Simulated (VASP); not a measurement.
Here is a VASP 6.6.1 calculation.

Contents of INCAR:

```
PREC     = Accurate       # precision mode
ENCUT    = 520            # plane-wave cutoff, eV
EDIFF    = 1E-6           # SCF threshold, eV
ISMEAR   = -1             # smearing method
SIGMA    = 0.05           # smearing width, eV
LREAL    = F              # projectors in reciprocal space
LASPH    = T              # aspherical terms in the spheres
NELM     = 80             # most SCF steps
ALGO     = Normal         # electronic algorithm
ISIF     = 2              # what is computed and relaxed
LWAVE    = F              # write WAVECAR
LCHARG   = T              # write CHGCAR
GGA      = RP             # functional
IVDW     = 12             # dispersion correction
LELF     = T              # ELF
LVHAR    = T            
NBANDS   = 21             # bands
```

Contents of KPOINTS:

```
Automatic mesh
0
Gamma
  8 8 8
```

Contents of POSCAR:

```
Ge
1.0
    0.0000000000      2.7711609388      2.7711609388
    2.7711609388      0.0000000000      2.7711609388
    2.7711609388      2.7711609388      0.0000000000
Ge
2
Direct
    0.7500000000      0.7500000000      0.7500000000
    0.5000000000      0.5000000000      0.5000000000
```

Potentials or basis: VASP PAW PBE potentials, release 64 (Ge_d).

Command:

```console
$ cat potpaw_PBE.64/Ge_d/POTCAR > POTCAR
$ mpirun -np 1 vasp_std > vasp.out
```

Predict the pressure.

-0.5 GPa.

What does it give for the dispersion energy per atom?

-1.355 eV.

What does it give for the band gap on the k mesh?

0.46 eV, indirect (least direct gap 0.73 eV).

Caveat: the PAW data sets were made with another functional, which shifts forces and pressure a little.

**Measured values to compare with.**

“Temperature-dependent photoluminescence in Ge: experiment and theory”, 2020, arxiv:2003.00143 reports, for a bulk crystal of Ge at 0 K: band gap 0.744 eV (indirect).

Against the measured gap of Ge, 0.744 eV (indirect; 0 K; “Temperature-dependent photoluminescence in Ge: experiment and theory”, 2020, arxiv:2003.00143), the calculated 0.46 eV is off by -0.28 eV. 2 values of this kind are on record (0.666 to 0.744 eV); this one was drawn at random. Spin-orbit coupling on Ge is left out. The value is that of RPBE+D3(BJ) on a finite k mesh, which can miss the band edges, without temperature or zero-point motion. Semilocal functionals fall short of measured gaps as a rule.
